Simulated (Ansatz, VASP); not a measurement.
**One calculation of SnO, two programs**

```
Sn O
1.0
     3.80200   -0.05703   -0.05703
    -0.05703    3.80200   -0.05703
    -0.07254   -0.07254    4.83600
Sn O
2 2
Direct
  0.00000 0.50000 0.23850
  0.50000 0.00000 0.76150
  0.00000 0.00000 0.00000
  0.50000 0.50000 0.00000
```

Change from the starting cell: equal xy, yz and zx shear strains of -3 %, crystal datasets.

Alike in both runs: task electric field gradients; functional PBEsol; k mesh 8 × 8 × 6; occupations fermi-dirac, width 0.01 eV; no spin polarisation.

```csv
,VASP,Ansatz
version,VASP 6.6.1,Ansatz 0.2.0
potentials or method,"VASP PAW PBE potentials, release 64 (Sn_d, O), cutoff 520 eV","all-electron PAW with datasets made for the crystal, scalar-relativistic"
```

```csv
,VASP,Ansatz,Ansatz less VASP
pressure (GPa),0.4,0.2,-0.27
"traceless stress, the component that is largest in VASP (GPa)",2.54,2.55,+0.011
rms of the force components (eV/Å),0.144,0.124,-0.0201
size of Vzz on the site where it differs most (V/Å²),166.2,173.5,+7.30
```

VASP's potentials were made for PBE, not for PBEsol. Atom by atom the forces differ by 0.037 eV/Å (rms over components). Ansatz ran all-electron here, and VASP with PAW potentials.
